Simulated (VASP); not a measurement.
Set up this calculation in VASP 6.6.1, as the native input.

```yaml
Task: relaxation of cell and atoms
Functional: RPBE
Potentials_or_basis: VASP PAW PBE potentials, release 64 (Co)
Cutoff: 600 eV
k_mesh: 12 × 12 × 7
Occupations: fermi-dirac, width 0.05 eV
Spin: collinear spin, ferromagnetic start
Starting_moments: "[2.0, 2.0] μB"
Dipole_correction: no
Further_INCAR_settings: ALGO = Normal; EDIFF = 1e-07; IBRION = 2; EDIFFG = -0.02; NSW = 80; ISIF = 3
```

The structure of Co lies in POSCAR:

```
Co
1.0
    2.4719999032      0.0000000000      0.0000000000
   -1.2359999516      2.1408147143      0.0000000000
    0.0000000000      0.0000000000      4.0211440800
Co
2
Direct
    0.6666666667      0.3333333333      0.7500000000
    0.3333333333      0.6666666667      0.2500000000
```

One way to write it, as run:

INCAR

```
PREC = Accurate ; ENCUT = 600
EDIFF = 1E-7 ; ISMEAR = -1
SIGMA = 0.05 ; LREAL = F
LASPH = T ; NELM = 150
ALGO = Normal ; ISIF = 3
LWAVE = F ; LCHARG = F
ISPIN = 2 ; MAGMOM = 2 2
LORBIT = 11 ; LMAXMIX = 4
GGA = RP ; IBRION = 2
NSW = 80 ; EDIFFG = -0.02
```

KPOINTS

```
Automatic mesh
0
Gamma
  12 12 7
```

Potentials or basis: VASP PAW PBE potentials, release 64 (Co).

The run is started by

```bash
$ cat potpaw_PBE.64/Co/POTCAR > POTCAR
$ mpirun -np 1 vasp_std > vasp.out
```

It gave:

The relaxed volume is 11.15 Å³/atom. The relaxed cell is a = 2.517 Å, b = 2.517 Å, c = 4.063 Å, α = 90.00°, β = 90.00°, γ = 120.00°. The space group after relaxing (to 0.1 Å) is P6_3/mmc (No. 194). The energy gained by relaxing is 16.0 meV/atom. The ionic steps are 5, the pressure after relaxing is 0.1 GPa and the net moment is 3.30 μB per cell. The site moments are Co +1.68 μB and the valence electrons inside the program's atomic spheres are Co 8.22.

Caveat: the PAW data sets were made with another functional, which shifts forces and pressure a little.

Run time: 80 s on 1 thread of Intel(R) Xeon(R) 6975P-C (Granite Rapids), with other jobs on the host, peak memory 0.18 GiB.
